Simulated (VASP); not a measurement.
# Cd3O (Pm-3m) in VASP: notebook

Runs on Cd3O. Level: PBE. Tasks: single point, relaxation of cell and atoms.

Everything below comes from runs of VASP 6.6.1. Logs are shortened: lines on timing, memory, paths and dates and some standing lists are left out, and cuts for length are marked.

### 1 The cell of the first run

The structure is cubic, space group Pm-3m (No. 221). Conventional cell: a = 4.191 Å, b = 4.191 Å, c = 4.191 Å, α = 90.00°, β = 90.00°, γ = 90.00°. Within 3.9 Å of Cd (site symmetry 4/mmm) lie 8 Cd at 2.96 Å and 4 O at 2.96 Å. Within 3.9 Å of O (site symmetry m-3m) lie 12 Cd at 2.96 Å.

### 2 Single point, PBE

Input file INCAR:

```
ALGO = Normal ; EDIFF = 1E-7
ENCUT = 520 ; GGA = PE
ISIF = 2 ; ISMEAR = 0
LASPH = True ; LCHARG = False
LREAL = False ; LWAVE = False
NBANDS = 29 ; NELM = 100
PREC = Accurate ; SIGMA = 0.1
```

Input file KPOINTS:

```
k-points
0
Gamma
  12 12 12
```

Input file POSCAR:

```
Cd3O
1.0
    4.1905828086      0.0000000000      0.0000000000
    0.0000000000      4.1905828086      0.0000000000
    0.0000000000      0.0000000000      4.1905828086
Cd O
3 1
Direct
    0.0000000000      0.5000000000      0.5000000000
    0.5000000000      0.0000000000      0.5000000000
    0.5000000000      0.5000000000      0.0000000000
    0.0000000000      0.0000000000      0.0000000000
```

Potentials or basis: VASP PAW PBE potentials, release 64 (Cd, O).

On the command line:

```
$ cat potpaw_PBE.64/Cd/POTCAR potpaw_PBE.64/O/POTCAR > POTCAR
$ mpirun -np 1 vasp_std > vasp.out
```

OUTCAR:

```text
EDIFF = 1E-7
   ENCUT = 520
   GGA = PE
   ISIF = 2
   ISMEAR = 0
   LASPH = True
   LREAL = False
   NELM = 100
   PREC = Accurate

 ion  position               nearest neighbor table
   1  0.000  0.500  0.500-   2 2.96   3 2.96   3 2.96   2 2.96   2 2.96   3 2.96   3 2.96   2 2.96

   2  0.500  0.000  0.500-   1 2.96   3 2.96   3 2.96   1 2.96   3 2.96   3 2.96   1 2.96   1 2.96

   3  0.500  0.500  0.000-   1 2.96   2 2.96   1 2.96   2 2.96   2 2.96   2 2.96   1 2.96   1 2.96

   4  0.000  0.000  0.000-

  LATTYP: Found a simple cubic cell.
 ALAT       =     4.1905828086

  Lattice vectors:

 A1 = (   4.1905828086,   0.0000000000,   0.0000000000)
 A2 = (   0.0000000000,   4.1905828086,   0.0000000000)
 A3 = (   0.0000000000,   0.0000000000,   4.1905828086)

Analysis of symmetry for initial positions (statically):
=====================================================================
 Subroutine PRICEL returns:
 Original cell was already a primitive cell.

 Routine SETGRP: Setting up the symmetry group for a
 simple cubic supercell.

 Subroutine GETGRP returns: Found 48 space group operations
 (whereof 48 operations were pure point group operations)
 out of a pool of 48 trial point group operations.

The static configuration has the point symmetry O_h .

Analysis of symmetry for dynamics (positions and initial velocities):
=====================================================================
 Subroutine PRICEL returns:
 Original cell was already a primitive cell.

 Routine SETGRP: Setting up the symmetry group for a
 simple cubic supercell.

 Subroutine GETGRP returns: Found 48 space group operations
 (whereof 48 operations were pure point group operations)
 out of a pool of 48 trial point group operations.

The dynamic configuration has the point symmetry O_h .

 Subroutine INISYM returns: Found 48 space group operations
 (whereof 48 operations are pure point group operations),
 and found     1 'primitive' translations

----------------------------------------------------------------------------------------

                                     Primitive cell

  volume of cell :      73.5908

  direct lattice vectors                    reciprocal lattice vectors
     4.190582809  0.000000000  0.000000000     0.238630292  0.000000000  0.000000000
     0.000000000  4.190582809  0.000000000     0.000000000  0.238630292  0.000000000
     0.000000000  0.000000000  4.190582809     0.000000000  0.000000000  0.238630292

  length of vectors
     4.190582809  4.190582809  4.190582809     0.238630292  0.238630292  0.238630292

  position of ions in fractional coordinates (direct lattice)
     0.000000000  0.500000000  0.500000000
     0.500000000  0.000000000  0.500000000
     0.500000000  0.500000000  0.000000000
     0.000000000  0.000000000  0.000000000

  ion indices of the primitive-cell ions
   primitive index   ion index
                 1           1
                 2           2
                 3           3
                 4           4

----------------------------------------------------------------------------------------

 KPOINTS: k-points

Automatic generation of k-mesh.
 Grid dimensions read from file:
 generate k-points for:   12   12   12

 Generating k-lattice:

  Cartesian coordinates                     Fractional coordinates (reciprocal lattice)
     0.019885858  0.000000000  0.000000000     0.083333333  0.000000000  0.000000000
     0.000000000  0.019885858  0.000000000     0.000000000  0.083333333  0.000000000
     0.000000000  0.000000000  0.019885858     0.000000000  0.000000000  0.083333333

  Length of vectors
     0.019885858  0.019885858  0.019885858

  Shift w.r.t. Gamma in fractional coordinates (k-lattice)
     0.000000000  0.000000000  0.000000000

 Subroutine IBZKPT returns following result:
 ===========================================

 Found     84 irreducible k-points:

 Following reciprocal coordinates:
            Coordinates               Weight
  0.000000  0.000000  0.000000      1.000000
  0.083333  0.000000  0.000000      6.000000
  0.166667  0.000000  0.000000      6.000000
  0.250000  0.000000  0.000000      6.000000
  0.333333  0.000000  0.000000      6.000000
  0.416667  0.000000  0.000000      6.000000
[... 16 lines left out ...]
  0.333333  0.333333  0.000000     12.000000
  0.416667  0.333333  0.000000     24.000000
 [... further k-points ...]
   k-points           NKPTS =     84   k-points in BZ     NKDIM =     84   number of bands    NBANDS=     29
   number of dos      NEDOS =    301   number of ions     NIONS =      4
   total plane-waves  NPLWV =  32768
   dimension x,y,z NGX =    32 NGY =   32 NGZ =   32
   dimension x,y,z NGXF=    64 NGYF=   64 NGZF=   64
   ions per type =               3   1
   NGX,Y,Z   is equivalent  to a cutoff of  12.69, 12.69, 12.69 a.u.
   NGXF,Y,Z  is equivalent  to a cutoff of  25.39, 25.39, 25.39 a.u.
 SYSTEM =  unknown system
   PREC   = accura    normal or accurate (medium, high low for compatibility)
   ISTART =      0    job   : 0-new  1-cont  2-samecut
   ICHARG =      2    charge: 1-file 2-atom 10-const
   ISPIN  =      1    spin polarized calculation?
   LNONCOLLINEAR =      F non collinear calculations
   LSORBIT =      F    spin-orbit coupling
   LASPH  =      T    aspherical Exc in radial PAW
   ENCUT  =  520.0 eV  38.22 Ry    6.18 a.u.   7.79  7.79  7.79*2*pi/ulx,y,z
   NELM   =    100;   NELMIN=  2; NELMDL= -5     # of ELM steps
   EDIFF  = 0.1E-06   stopping-criterion for ELM
   LREAL  =      F    real-space projection
   EDIFFG = 0.1E-05   stopping-criterion for IOM
   NSW    =      0    number of steps for IOM
   IBRION =     -1    ionic relax: 0-MD 1-quasi-New 2-CG
   NFREE  =      0    steps in history (QN), initial steepest desc. (CG)
   ISIF   =      2    stress and relaxation
   ISYM   =      2    0-nonsym 1-usesym 2-fastsym
   POTIM  = 0.5000    time-step for ionic-motion
   TEBEG  =    0.0;   TEEND  =   0.0 temperature during run
   PSTRESS=    0.0 pullay stress
   NELECT =      42.0000    total number of electrons
   NUPDOWN=      -1.0000    fix difference up-down
   EMIN   =  10.00;   EMAX   =-10.00  energy-range for DOS
   EFERMI =   0.00;   METHOD = LEGACY
   ISMEAR =     0;   SIGMA  =   0.10  broadening in eV -4-tet -1-fermi 0-gaus
   EFERMI_NEDOS =   21; number of points for ismear=-14 and -15
   IALGO  =     38    algorithm
   IMIX   =      4    mixing-type and parameters
     AMIX     =   0.40;   BMIX     =  1.00
     AMIX_MAG =   1.60;   BMIX_MAG =  1.00
  volume/ion in A,a.u.               =      18.40       124.15
  Fermi-wavevector in a.u.,A,eV,Ry     =   1.357949  2.566152 25.089495  1.844026
  Thomas-Fermi vector in A             =   2.484824
   LORBIT       =      0    0 simple, 1 ext, 2 COOP (PROOUT), +10 PAW based schemes
   GGA     = PE    functional components
   LHFCALC =     F    Hartree Fock is set to
   AEXX    =    0.0000 exact exchange contribution
   IVDW    =     0    specifies the selected vdW correction
   LEPSILON=     F    determine dielectric tensor
   LRPA    =     F    only Hartree local field effects (RPA)
 non-spin polarized calculation
 Gauss-broadening in eV      SIGMA  =   0.10
  energy-cutoff  :      520.00
  volume of cell :       73.59
 maximum number of plane-waves:      2008
 NGX is ok and might be reduce to    32
   NGX = 15   NGY = 15   NGZ = 15

 number of electron      42.0000041 magnetization

 Free energy of the ion-electron system (eV)
  ---------------------------------------------------
  ext. energy  EPLUGINS =         0.00000000
  ---------------------------------------------------
  free energy    TOTEN  =        -6.91588774 eV

  energy without entropy =       -6.90958430  energy(sigma->0) =       -6.91273602

 E-fermi :   2.5093     XC(G=0): -11.0011

 val. band max:        2.5040513278   @ k =   0.5000   0.4167   0.2500
 cond. band min:       2.5163209012   @ k =   0.5000   0.3333   0.2500
 fundamental gap:      0.0122695734
 Fermi energy:         2.5092624220

 k-point     1 :       0.0000    0.0000    0.0000
  band No.  band energies     occupation
      1     -14.1413      2.00000
      2      -7.7201      2.00000
      3      -7.3355      2.00000
      4      -7.3355      2.00000
      5      -7.3355      2.00000
      6      -6.8819      2.00000
[... 21 lines left out ...]
     28      11.5734      0.00000
     29      11.5734      0.00000

 k-point     2 :       0.0833    0.0000    0.0000
  band No.  band energies     occupation
      1     -14.1363      2.00000
      2      -7.6915      2.00000
      3      -7.3301      2.00000
      4      -7.3136      2.00000
      5      -7.3136      2.00000
      6      -6.8773      2.00000
[... 21 lines left out ...]
     28      11.3612      0.00000
     29      11.3612      0.00000

 k-point     3 :       0.1667    0.0000    0.0000
  band No.  band energies     occupation
      1     -14.1222      2.00000
      2      -7.6098      2.00000
      3      -7.3151      2.00000
      4      -7.2486      2.00000
      5      -7.2486      2.00000
      6      -6.8660      2.00000
[... 21 lines left out ...]
     28      10.8557      0.00000
     29      11.3840      0.00000

 k-point     4 :       0.2500    0.0000    0.0000
  band No.  band energies     occupation
      1     -14.1027      2.00000
      2      -7.4877      2.00000
      3      -7.2938      2.00000
      4      -7.1425      2.00000
      5      -7.1425      2.00000
      6      -6.8530      2.00000
[... 597 lines left out ...]
     28      11.4141      0.00000
     29      11.4357      0.00000

 k-point    23 :       0.3333    0.3333    0.0000
  band No.  band energies     occupation
      1     -14.0484      2.00000
      2      -7.1310      2.00000
      3      -7.0679      2.00000
      4      -6.8499      2.00000
      5      -6.8176      2.00000
      6      -6.7206      2.00000
[... 21 lines left out ...]
     28      11.1457      0.00000
     29      11.1742      0.00000

 k-point    24 :       0.4167    0.3333    0.0000
  band No.  band energies     occupation
      1     -14.0397      2.00000
      2      -7.0456      2.00000
      3      -7.0156      2.00000
      4      -6.8255      2.00000
      5      -6.7358      2.00000
      6      -6.7038      2.00000
[... 21 lines left out ...]
     28      10.7129      0.00000
     29      11.3696      0.00000

 [... further k-points ...]

------------------------ aborting loop because EDIFF is reached ----------------------------------------

  FORCE on cell =-STRESS in cart. coord.  units (eV):
  Direction    XX          YY          ZZ          XY          YZ          ZX
  --------------------------------------------------------------------------------------
  -------------------------------------------------------------------------------------
  Total        0.1812633      0.1812633      0.1812633     -0.0000000     -0.0000000      0.0000000
  in kB        3.9463641      3.9463641      3.9463641     -0.0000000     -0.0000000      0.0000000
  external PRESSURE =       3.9463641 kB  Pullay stress =       0.0000000 kB

 VOLUME and BASIS-vectors are now :
 -----------------------------------------------------------------------------
  energy-cutoff  :      520.00
  volume of cell :       73.59
      direct lattice vectors                 reciprocal lattice vectors
     4.190582809  0.000000000  0.000000000     0.238630292  0.000000000  0.000000000
     0.000000000  4.190582809  0.000000000     0.000000000  0.238630292  0.000000000
     0.000000000  0.000000000  4.190582809     0.000000000  0.000000000  0.238630292

 POSITION                                       TOTAL-FORCE (eV/Angst)
 -----------------------------------------------------------------------------------
      0.00000      2.09529      2.09529         0.000000      0.000000      0.000000
      2.09529      0.00000      2.09529         0.000000      0.000000      0.000000
      2.09529      2.09529      0.00000         0.000000      0.000000      0.000000
      0.00000      0.00000      0.00000         0.000000      0.000000      0.000000
 -----------------------------------------------------------------------------------
    total drift:                                0.000000     -0.000000     -0.000000

  FREE ENERGIE OF THE ION-ELECTRON SYSTEM (eV)
  ---------------------------------------------------
  free  energy   TOTEN  =        -6.9158877369 eV

  energy  without entropy=       -6.9095843000  energy(sigma->0) =       -6.91273602
```

Run time: 58 s. Hardware: 1 thread of Intel Xeon 6975P-C (Granite Rapids), shared host; peak memory 0.26 GiB.

Results:

| Item | Value |
| --- | --- |
| Free energy | -6.9159 eV |
| Pressure | 0.4 GPa |
| Band gap on the k mesh | zero (bands 21 and 22 overlap by 2.72 eV) |

Levels at points of the mesh, in eV from the Fermi level:
| k point | band 19 | band 20 | band 21 | band 22 | band 23 | band 24 |
| --- | --- | --- | --- | --- | --- | --- |
| (0.00, 0.00, 0.00) | -2.65 | -2.65 | 2.15 | 2.15 | 2.15 | 2.75 |
| (0.50, 0.00, 0.00) | -1.99 | -1.99 | -0.83 | 2.75 | 2.75 | 3.91 |
| (0.50, 0.50, 0.00) | -4.16 | -1.70 | 0.36 | 0.36 | 0.36 | 5.78 |
| (0.50, 0.50, 0.50) | -3.43 | -2.65 | -0.57 | -0.57 | -0.57 | 2.82 |

### 3 Relaxation of cell and atoms, PBE

This run uses another cell than the first one, of 19.33 Å³/atom.

Input file INCAR:

```
SYSTEM = Cd3O
  PREC = Accurate
  ENCUT = 600
  EDIFF = 1E-6
  ISMEAR = 0
  SIGMA = 0.1
  LREAL = .False.
  LASPH = .True.
  NELM = 60
  ALGO = Normal
  ISIF = 3
  LWAVE = .False.
  LCHARG = .False.
  GGA = PE
  IBRION = 2
  NSW = 100
  EDIFFG = -0.01
```

Input file KPOINTS:

```
Automatic mesh
0
Gamma
  12 12 12
  0 0 0
```

Input file POSCAR:

```
Cd3O
1.0
    4.2603918151      0.0000000000      0.0000000000
    0.0000000000      4.2603918151      0.0000000000
    0.0000000000      0.0000000000      4.2603918151
Cd O
3 1
Direct
    0.0000000000      0.5000000000      0.5000000000
    0.5000000000      0.0000000000      0.5000000000
    0.5000000000      0.5000000000      0.0000000000
    0.0000000000      0.0000000000      0.0000000000
```

Potentials or basis: VASP PAW PBE potentials, release 64 (Cd, O).

On the command line:

```
$ cat potpaw_PBE.64/Cd/POTCAR potpaw_PBE.64/O/POTCAR > POTCAR
$ mpirun -np 1 vasp_std > vasp.out
```

Run time: 2.1 min. Hardware: 1 thread of Intel Xeon 6975P-C (Granite Rapids), shared host; peak memory 0.32 GiB.

The run converged. Its results:

```yaml
Free_energy: -6.9201 eV
Relaxed_volume: 18.45 Å³/atom
Relaxed_cell: a = 4.195 Å, b = 4.195 Å, c = 4.195 Å, α = 90.00°, β = 90.00°, γ = 90.00°
Space_group_after_relaxing_to_0.1_Å: Pm-3m (No. 221)
Energy_gained_by_relaxing: 7.5 meV/atom
Ionic_steps: 2
Pressure_after_relaxing: 0.0 GPa
Band_gap_on_the_k_mesh: zero (bands 21 and 22 overlap by 2.73 eV)
```

Step by step:
```csv
step,energy change (eV),largest force (eV/Å),pressure (GPa),volume (Å³)
1,0.0000,0.0000,-2.65,77.33
2,-0.0299,0.0000,0.05,73.81
```

Final structure:
```
Cd O
1.0
     4.19473    0.00000    0.00000
     0.00000    4.19473    0.00000
     0.00000    0.00000    4.19473
Cd O
3 1
Direct
  0.00000 0.50000 0.50000
  0.50000 0.00000 0.50000
  0.50000 0.50000 0.00000
  0.00000 0.00000 0.00000
```

Levels at points of the mesh, in eV from the Fermi level:
```csv
k point,band 17,band 18,band 19,band 20,band 21,band 22,band 23,band 24,band 25
"(0.00, 0.00, 0.00)",-6.99,-2.64,-2.64,-2.64,2.15,2.15,2.15,2.74,2.74
"(0.50, 0.00, 0.00)",-6.54,-3.93,-1.98,-1.98,-0.82,2.75,2.75,3.90,5.08
"(0.50, 0.50, 0.00)",-4.38,-4.14,-4.14,-1.69,0.36,0.36,0.37,5.77,5.92
"(0.50, 0.50, 0.50)",-3.41,-3.41,-3.41,-2.63,-0.58,-0.58,-0.58,2.82,2.82
```
